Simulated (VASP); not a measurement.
A run of VASP 6.6.1:

Contents of POSCAR:

```
Sc3F
1.0
    4.4571684928      0.0000000000      0.0000000000
    0.0000000000      4.4571684928      0.0000000000
    0.0000000000      0.0000000000      4.4571684928
Sc F
3 1
Direct
    0.0000000000      0.5000000000      0.5000000000
    0.5000000000      0.0000000000      0.5000000000
    0.5000000000      0.5000000000      0.0000000000
    0.0000000000      0.0000000000      0.0000000000
```

INCAR.step1

```
  ALGO = Normal
  EDIFF = 1E-4
  ENCUT = 520
  GGA = PE
  ISMEAR = 0
  LASPH = T
  LCHARG = F
  LREAL = F
  LWAVE = T
  NBANDS = 28
  NELM = 60
  PREC = Accurate
  SIGMA = 0.1
```

Contents of INCAR.step2:

```
  ALGO = Normal
  EDIFF = 1E-6
  ENCUT = 520
  ISIF = 2
  ISMEAR = 0
  ISTART = 1
  LASPH = T
  LCHARG = T
  LELF = T
  LMIXTAU = T
  LREAL = F
  LVHAR = T
  LWAVE = F
  METAGGA = R2SCAN
  NBANDS = 28
  NELM = 60
  PREC = Accurate
  SIGMA = 0.1
```

The input KPOINTS:

```
k-points
0
Gamma
  10 10 10
```

Potentials or basis: VASP PAW PBE potentials, release 64 (Sc_sv, F).

Run with:

```sh
$ cat potpaw_PBE.64/Sc_sv/POTCAR potpaw_PBE.64/F/POTCAR > POTCAR
$ cp INCAR.step1 INCAR
$ mpirun -np 1 vasp_std > vasp.out
$ cp INCAR.step2 INCAR
$ mpirun -np 1 vasp_std > vasp.out
```

Hardware: 1 thread of Intel(R) Xeon(R) Platinum 8488C (Sapphire Rapids) (shared host).

Problem. How long does it take, and how much memory?

Solution. It took 5.2 min on 1 thread of Intel(R) Xeon(R) Platinum 8488C (Sapphire Rapids) (shared host), peak memory 0.29 GiB. Counts: k points 56.
